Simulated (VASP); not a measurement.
# Hf (P6_3/mmc) in VASP: a series of runs

Runs on Hf. Level: PBE. Tasks: single point, relaxation of cell and atoms.

Program: VASP 6.6.1. These are calculated values, not measurements. Logs are shortened: lines on timing, memory, paths and dates and some standing lists are left out, and cuts for length are marked.

## (1) The cell of the first run

The structure is hexagonal, space group P6_3/mmc (No. 194). The conventional cell has a = 2.327 Å, b = 2.327 Å, c = 4.020 Å, α = 90.00°, β = 90.00°, γ = 120.00°. Hf (site symmetry -6m2) has 12 Hf at 2.33 to 2.42 Å within 3.1 Å.

## (2) Single point, PBE

The input, INCAR:

```
PREC = Accurate
ENCUT = 520
EDIFF = 1E-7
ISMEAR = -1
SIGMA = 0.08
LREAL = False
LASPH = True
NELM = 60
ALGO = Normal
ISIF = 2
LWAVE = False
LCHARG = False
GGA = PE
NBANDS = 17
```

The input, KPOINTS:

```
regular mesh
0
Gamma
  18 18 10
```

The input, POSCAR:

```
Hf
1.0
    2.3265176625      0.0000000000      0.0000000000
   -1.1632588313      2.0148233981      0.0000000000
    0.0000000000      0.0000000000      4.0202950937
Hf
2
Direct
    0.3333333333      0.6666666667      0.2500000000
    0.6666666667      0.3333333333      0.7500000000
```

Potentials or basis: VASP PAW PBE potentials, release 64 (Hf_pv).

Command:

```console
$ cat potpaw_PBE.64/Hf_pv/POTCAR > POTCAR
$ mpirun -np 1 vasp_std > vasp.out
```

OUTCAR:

```text
PREC = Accurate
   ENCUT = 520
   EDIFF = 1E-7
   ISMEAR = -1
   LREAL = False
   LASPH = True
   NELM = 60
   ISIF = 2
   GGA = PE

 ion  position               nearest neighbor table
   1  0.333  0.667  0.250-   2 2.42   2 2.42   2 2.42   2 2.42   2 2.42   2 2.42   2 3.36   2 3.36
                             2 3.36   2 3.36   2 3.36   2 3.36
   2  0.667  0.333  0.750-   1 2.42   1 2.42   1 2.42   1 2.42   1 2.42   1 2.42   1 3.36   1 3.36
                             1 3.36   1 3.36   1 3.36   1 3.36

  LATTYP: Found a hexagonal cell.
 ALAT       =     2.3265176625
 C/A-ratio  =     1.7280311938

  Lattice vectors:

 A1 = (   2.3265176625,   0.0000000000,   0.0000000000)
 A2 = (  -1.1632588313,   2.0148233981,   0.0000000000)
 A3 = (   0.0000000000,   0.0000000000,   4.0202950937)

Analysis of symmetry for initial positions (statically):
=====================================================================
 Subroutine PRICEL returns:
 Original cell was already a primitive cell.

 Routine SETGRP: Setting up the symmetry group for a
 hexagonal supercell.

 Subroutine GETGRP returns: Found 24 space group operations
 (whereof 12 operations were pure point group operations)
 out of a pool of 24 trial point group operations.

The static configuration has the point symmetry D_3d.
 The point group associated with its full space group is D_6h.

Analysis of symmetry for dynamics (positions and initial velocities):
=====================================================================
 Subroutine PRICEL returns:
 Original cell was already a primitive cell.

 Routine SETGRP: Setting up the symmetry group for a
 hexagonal supercell.

 Subroutine GETGRP returns: Found 24 space group operations
 (whereof 12 operations were pure point group operations)
 out of a pool of 24 trial point group operations.

The dynamic configuration has the point symmetry D_3d.
 The point group associated with its full space group is D_6h.

 Subroutine INISYM returns: Found 24 space group operations
 (whereof 12 operations are pure point group operations),
 and found     1 'primitive' translations

----------------------------------------------------------------------------------------

                                     Primitive cell

  volume of cell :      18.8452

  direct lattice vectors                    reciprocal lattice vectors
     2.326517663  0.000000000  0.000000000     0.429826954  0.248160708  0.000000000
    -1.163258831  2.014823398  0.000000000     0.000000000  0.496321415  0.000000000
     0.000000000  0.000000000  4.020295094     0.000000000  0.000000000  0.248737960

  length of vectors
     2.326517663  2.326517663  4.020295094     0.496321415  0.496321415  0.248737960

  position of ions in fractional coordinates (direct lattice)
     0.333333333  0.666666667  0.250000000
     0.666666667  0.333333333  0.750000000

  ion indices of the primitive-cell ions
   primitive index   ion index
                 1           1
                 2           2

----------------------------------------------------------------------------------------

 KPOINTS: regular mesh

Automatic generation of k-mesh.
 Grid dimensions read from file:
 generate k-points for:   18   18   10

 Generating k-lattice:

  Cartesian coordinates                     Fractional coordinates (reciprocal lattice)
     0.023879275  0.013786706  0.000000000     0.055555556  0.000000000  0.000000000
     0.000000000  0.027573412  0.000000000     0.000000000  0.055555556  0.000000000
     0.000000000  0.000000000  0.024873796     0.000000000  0.000000000  0.100000000

  Length of vectors
     0.027573412  0.027573412  0.024873796

  Shift w.r.t. Gamma in fractional coordinates (k-lattice)
     0.000000000  0.000000000  0.000000000

 Subroutine IBZKPT returns following result:
 ===========================================

 Found    222 irreducible k-points:

 Following reciprocal coordinates:
            Coordinates               Weight
  0.000000  0.000000  0.000000      1.000000
  0.055556  0.000000  0.000000      6.000000
  0.111111  0.000000  0.000000      6.000000
  0.166667  0.000000  0.000000      6.000000
  0.222222  0.000000  0.000000      6.000000
  0.277778  0.000000  0.000000      6.000000
[... 16 lines left out ...]
  0.333333  0.111111  0.000000     12.000000
  0.388889  0.111111  0.000000     12.000000
 [... further k-points ...]
   k-points           NKPTS =    222   k-points in BZ     NKDIM =    222   number of bands    NBANDS=     17
   number of dos      NEDOS =    301   number of ions     NIONS =      2
   total plane-waves  NPLWV =   9720
   dimension x,y,z NGX =    18 NGY =   18 NGZ =   30
   dimension x,y,z NGXF=    36 NGYF=   36 NGZF=   60
   ions per type =               2
   NGX,Y,Z   is equivalent  to a cutoff of  12.86, 12.86, 12.41 a.u.
   NGXF,Y,Z  is equivalent  to a cutoff of  25.72, 25.72, 24.81 a.u.
 SYSTEM =  unknown system
   PREC   = accura    normal or accurate (medium, high low for compatibility)
   ISTART =      0    job   : 0-new  1-cont  2-samecut
   ICHARG =      2    charge: 1-file 2-atom 10-const
   ISPIN  =      1    spin polarized calculation?
   LNONCOLLINEAR =      F non collinear calculations
   LSORBIT =      F    spin-orbit coupling
   LASPH  =      T    aspherical Exc in radial PAW
   ENCUT  =  520.0 eV  38.22 Ry    6.18 a.u.   4.33  4.33  7.48*2*pi/ulx,y,z
   NELM   =     60;   NELMIN=  2; NELMDL= -5     # of ELM steps
   EDIFF  = 0.1E-06   stopping-criterion for ELM
   LREAL  =      F    real-space projection
   EDIFFG = 0.1E-05   stopping-criterion for IOM
   NSW    =      0    number of steps for IOM
   IBRION =     -1    ionic relax: 0-MD 1-quasi-New 2-CG
   NFREE  =      0    steps in history (QN), initial steepest desc. (CG)
   ISIF   =      2    stress and relaxation
   ISYM   =      2    0-nonsym 1-usesym 2-fastsym
   POTIM  = 0.5000    time-step for ionic-motion
   TEBEG  =    0.0;   TEEND  =   0.0 temperature during run
   PSTRESS=    0.0 pullay stress
   NELECT =      20.0000    total number of electrons
   NUPDOWN=      -1.0000    fix difference up-down
   EMIN   =  10.00;   EMAX   =-10.00  energy-range for DOS
   EFERMI =   0.00;   METHOD = LEGACY
   ISMEAR =    -1;   SIGMA  =   0.08  broadening in eV -4-tet -1-fermi 0-gaus
   EFERMI_NEDOS =   21; number of points for ismear=-14 and -15
   IALGO  =     38    algorithm
   IMIX   =      4    mixing-type and parameters
     AMIX     =   0.40;   BMIX     =  1.00
     AMIX_MAG =   1.60;   BMIX_MAG =  1.00
  volume/ion in A,a.u.               =       9.42        63.59
  Fermi-wavevector in a.u.,A,eV,Ry     =   1.669877  3.155609 37.939685  2.788488
  Thomas-Fermi vector in A             =   2.755473
   LORBIT       =      0    0 simple, 1 ext, 2 COOP (PROOUT), +10 PAW based schemes
   GGA     = PE    functional components
   LHFCALC =     F    Hartree Fock is set to
   AEXX    =    0.0000 exact exchange contribution
   IVDW    =     0    specifies the selected vdW correction
   LEPSILON=     F    determine dielectric tensor
   LRPA    =     F    only Hartree local field effects (RPA)
 non-spin polarized calculation
  energy-cutoff  :      520.00
  volume of cell :       18.85
 maximum number of plane-waves:       537
 NGX is ok and might be reduce to    18
   NGX =  9   NGY =  9   NGZ = 15

 number of electron      20.0000001 magnetization

 Free energy of the ion-electron system (eV)
  ---------------------------------------------------
  ext. energy  EPLUGINS =         0.00000000
  ---------------------------------------------------
  free energy    TOTEN  =        -2.82439956 eV

  energy without entropy =       -2.80472540  energy(sigma->0) =       -2.81456248

 E-fermi :  12.8947     XC(G=0): -15.9300

 val. band max:       12.8786930597   @ k =   0.1667   0.1111   0.3000
 cond. band min:      12.9028052076   @ k =   0.3889   0.1111   0.2000
 fundamental gap:      0.0241121479
 Fermi energy:        12.8947042873

 k-point     1 :       0.0000    0.0000    0.0000
  band No.  band energies     occupation
      1     -22.3571      2.00000
      2     -14.4439      2.00000
      3     -14.4439      2.00000
      4     -14.3479      2.00000
      5     -13.6220      2.00000
      6     -13.6220      2.00000
[... 9 lines left out ...]
     16      21.1886      0.00000
     17      24.4772      0.00000

 k-point     2 :       0.0556    0.0000    0.0000
  band No.  band energies     occupation
      1     -22.2857      2.00000
      2     -14.7668      2.00000
      3     -14.5313      2.00000
      4     -14.3633      2.00000
      5     -13.9340      2.00000
      6     -13.6574      2.00000
[... 9 lines left out ...]
     16      20.0945      0.00000
     17      24.7853      0.00000

 k-point     3 :       0.1111    0.0000    0.0000
  band No.  band energies     occupation
      1     -22.0738      2.00000
      2     -15.6439      2.00000
      3     -14.7743      2.00000
      4     -14.7684      2.00000
      5     -14.4137      2.00000
      6     -13.7668      2.00000
[... 9 lines left out ...]
     16      18.8938      0.00000
     17      25.4866      0.00000

 k-point     4 :       0.1667    0.0000    0.0000
  band No.  band energies     occupation
      1     -21.7287      2.00000
      2     -16.8655      2.00000
      3     -15.9342      2.00000
      4     -15.1013      2.00000
      5     -14.5106      2.00000
      6     -13.9460      2.00000
[... 9 lines left out ...]
     16      17.9678      0.00000
     17      26.2343      0.00000

 k-point     5 :       0.2222    0.0000    0.0000
  band No.  band energies     occupation
      1     -21.2637      2.00000
      2     -18.2131      2.00000
      3     -17.2075      2.00000
      4     -15.4739      2.00000
      5     -14.6705      2.00000
      6     -14.1729      2.00000
[... 9 lines left out ...]
     16      19.7649      0.00000
     17      26.8253      0.00000

 k-point     6 :       0.2778    0.0000    0.0000
  band No.  band energies     occupation
      1     -20.6998      2.00000
      2     -19.5120      2.00000
      3     -18.4349      2.00000
      4     -15.8385      2.00000
      5     -14.9100      2.00000
      6     -14.4154      2.00000
[... 9 lines left out ...]
     16      21.9152      0.00000
     17      27.1973      0.00000

 k-point     7 :       0.3333    0.0000    0.0000
  band No.  band energies     occupation
      1     -20.6363      2.00000
      2     -20.0705      2.00000
      3     -19.4998      2.00000
      4     -16.1577      2.00000
      5     -15.2363      2.00000
      6     -14.6407      2.00000
[... 9 lines left out ...]
     16      24.3004      0.00000
     17      27.3817      0.00000

 k-point     8 :       0.3889    0.0000    0.0000
  band No.  band energies     occupation
      1     -21.4975      2.00000
      2     -20.3184      2.00000
      3     -19.4317      2.00000
      4     -16.4038      2.00000
      5     -15.6305      2.00000
      6     -14.8215      2.00000
[... 9 lines left out ...]
     16      26.7277      0.00000
     17      27.4465      0.00000
[... 203 lines left out ...]
      1     -21.5262      2.00000
      2     -17.1902      2.00000
      3     -16.8006      2.00000
      4     -15.1224      2.00000
      5     -14.5745      2.00000
      6     -14.2997      2.00000
[... 9 lines left out ...]
     16      19.3976      0.00000
     17      25.4997      0.00000

 k-point    20 :       0.1667    0.1111    0.0000
  band No.  band energies     occupation
      1     -21.0693      2.00000
      2     -18.2967      2.00000
      3     -17.8558      2.00000
      4     -15.6176      2.00000
      5     -14.7422      2.00000
      6     -14.6652      2.00000
[... 9 lines left out ...]
     16      21.7301      0.00000
     17      25.6560      0.00000

 k-point    21 :       0.2222    0.1111    0.0000
  band No.  band energies     occupation
      1     -20.5152      2.00000
      2     -19.4726      2.00000
      3     -18.7887      2.00000
      4     -16.1685      2.00000
      5     -15.0105      2.00000
      6     -14.9873      2.00000
[... 9 lines left out ...]
     16      24.3923      0.00000
     17      25.8143      0.00000

 k-point    22 :       0.2778    0.1111    0.0000
  band No.  band energies     occupation
      1     -20.5157      2.00000
      2     -19.8959      2.00000
      3     -19.6066      2.00000
      4     -16.6626      2.00000
      5     -15.3159      2.00000
      6     -15.3152      2.00000
[... 9 lines left out ...]
     16      25.8750      0.00000
     17      27.1212      0.00000

 k-point    23 :       0.3333    0.1111    0.0000
  band No.  band energies     occupation
      1     -21.3223      2.00000
      2     -20.2507      2.00000
      3     -19.2645      2.00000
      4     -17.0410      2.00000
      5     -15.7110      2.00000
      6     -15.5544      2.00000
[... 9 lines left out ...]
     16      25.8668      0.00000
     17      27.4512      0.00000

 k-point    24 :       0.3889    0.1111    0.0000
  band No.  band energies     occupation
      1     -21.8299      2.00000
      2     -20.6628      2.00000
      3     -18.7238      2.00000
      4     -17.2760      2.00000
      5     -16.0981      2.00000
      6     -15.7066      2.00000
[... 9 lines left out ...]
     16      26.2023      0.00000
     17      27.4506      0.00000

 [... further k-points ...]

------------------------ aborting loop because EDIFF is reached ----------------------------------------

  FORCE on cell =-STRESS in cart. coord.  units (eV):
  Direction    XX          YY          ZZ          XY          YZ          ZX
  --------------------------------------------------------------------------------------
  -------------------------------------------------------------------------------------
  Total       49.5330969     49.5330969     49.4106857     -0.0000000      0.0000000      0.0000000
  in kB     4211.1895784   4211.1895785   4200.7824609     -0.0000001      0.0000000      0.0000000
  external PRESSURE =    4207.7205393 kB  Pullay stress =       0.0000000 kB

 VOLUME and BASIS-vectors are now :
 -----------------------------------------------------------------------------
  energy-cutoff  :      520.00
  volume of cell :       18.85
      direct lattice vectors                 reciprocal lattice vectors
     2.326517663  0.000000000  0.000000000     0.429826954  0.248160708  0.000000000
    -1.163258831  2.014823398  0.000000000     0.000000000  0.496321415  0.000000000
     0.000000000  0.000000000  4.020295094     0.000000000  0.000000000  0.248737960

 POSITION                                       TOTAL-FORCE (eV/Angst)
 -----------------------------------------------------------------------------------
     -0.00000      1.34322      1.00507         0.000000      0.000000      0.000000
      1.16326      0.67161      3.01522        -0.000000      0.000000      0.000000
 -----------------------------------------------------------------------------------
    total drift:                                0.000000     -0.000000      0.000000

  FREE ENERGIE OF THE ION-ELECTRON SYSTEM (eV)
  ---------------------------------------------------
  free  energy   TOTEN  =        -2.8243995647 eV

  energy  without entropy=       -2.8047254039  energy(sigma->0) =       -2.81456248
```

Wall time 79 s (1 thread of Intel Xeon 8259CL, shared host); peak memory 0.18 GiB.

Results:

| Property | Result |
| --- | --- |
| Free energy | -2.8244 eV |
| Pressure | 420.8 GPa |
| Band gap on the k mesh | zero (band 10 reaches 13.89 eV, above the bottom of band 11 at 11.47 eV) |

Caveat: spin-orbit coupling is left out, which moves the levels of the heavy elements.

[end of part 1 of 2]
